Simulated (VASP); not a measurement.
**ZnO: relaxation of cell and atoms with LDA**

The system is ZnO.

```
CELL_PARAMETERS angstrom
3.28797 0.00000 0.00000
-1.64398 2.84746 0.00000
0.00000 0.00000 7.13044
ATOMIC_POSITIONS crystal
Zn 0.00000 0.00000 0.75000
Zn 0.00000 0.00000 0.25000
O 0.33333 0.66667 0.25000
O 0.66667 0.33333 0.75000
```

| Property | Result |
| --- | --- |
| Program | VASP 6.6.1 |
| Task | relaxation of cell and atoms |
| Functional | LDA |
| Potentials or basis | VASP PAW LDA potentials, release 64 (Zn, O) |
| Cutoff | 600 eV |
| k mesh | 12 × 12 × 4 |
| Occupations | methfessel-paxton, width 0.1 eV |
| Spin | no spin polarisation |
| Dipole correction | no |
| Further INCAR settings | ALGO = Normal; EDIFF = 1e-06; IBRION = 2; EDIFFG = -0.01; NSW = 80; ISIF = 3 |

| Quantity | Value |
| --- | --- |
| Relaxed volume | 13.04 Å³/atom |
| Relaxed cell | a = 3.212 Å, b = 3.212 Å, c = 5.837 Å, α = 90.00°, β = 90.00°, γ = 120.00° |
| Space group after relaxing (to 0.05 Å) | P6_3/mmc (No. 194) |
| Energy gained by relaxing | 57.9 meV/atom |
| Ionic steps | 12 |
| Pressure after relaxing | 0.0 GPa |
| Band gap on the k mesh | 0.71 eV, direct |

Step by step:
| step | energy change (eV) | largest force (eV/Å) | pressure (GPa) | volume (Å³) |
| --- | --- | --- | --- | --- |
| 1 | 0.0000 | 0.0000 | -7.59 | 66.76 |
| 2 | 0.0488 | 0.0000 | 10.18 | 59.37 |
| 3 | -0.1153 | 0.0000 | -0.63 | 63.22 |
| 4 | -0.1153 | 0.0000 | -0.55 | 63.15 |
| 5 | -0.1225 | 0.0000 | -0.57 | 62.60 |
| 6 | -0.1442 | 0.0000 | -0.58 | 60.94 |
| 7 | -0.1876 | 0.0000 | -0.55 | 57.61 |
| 8 | -0.2288 | 0.0000 | 0.91 | 50.96 |
| 9 | -0.2308 | 0.0000 | 0.45 | 52.51 |
| 10 | -0.2313 | 0.0000 | 0.61 | 52.03 |
| 11 | -0.1977 | 0.0000 | -4.87 | 53.19 |
| 12 | -0.2318 | 0.0000 | 0.00 | 52.15 |

Final structure:
```
Zn O
1.0
     3.21201    0.00000    0.00000
    -1.60601    2.78169    0.00000
     0.00000    0.00000    5.83662
Zn O
2 2
Direct
  0.00000 0.00000 0.75000
  0.00000 0.00000 0.25000
  0.33333 0.66667 0.25000
  0.66667 0.33333 0.75000
```

Levels at points of the mesh, in eV from the valence-band top:
| k point | band 15 | band 16 | band 17 | band 18 | band 19 | band 20 | band 21 | band 22 |
| --- | --- | --- | --- | --- | --- | --- | --- | --- |
| (0.00, 0.00, 0.00) | -0.04 | -0.04 | 0.00 | 0.00 | 0.71 | 4.66 | 5.78 | 12.51 |
| (0.50, 0.00, 0.00) | -2.23 | -1.90 | -1.23 | -1.13 | 4.25 | 5.51 | 6.48 | 9.33 |
| (0.00, 0.00, 0.50) | -0.02 | -0.02 | -0.02 | -0.02 | 2.46 | 2.46 | 9.07 | 9.07 |
| (0.50, 0.00, 0.50) | -2.06 | -2.06 | -1.01 | -1.01 | 4.64 | 4.64 | 8.32 | 8.32 |

Run time: 11 min on 1 thread of Intel(R) Xeon(R) Platinum 8259CL CPU @ 2.50GHz (Skylake/Cascade Lake) (shared host), peak memory 0.24 GiB.

Caveat: the volume moved by over 15 % at a fixed basis, so the end points are rough. Expect the measured gap to be larger: semilocal functionals such as LDA lack the derivative discontinuity.
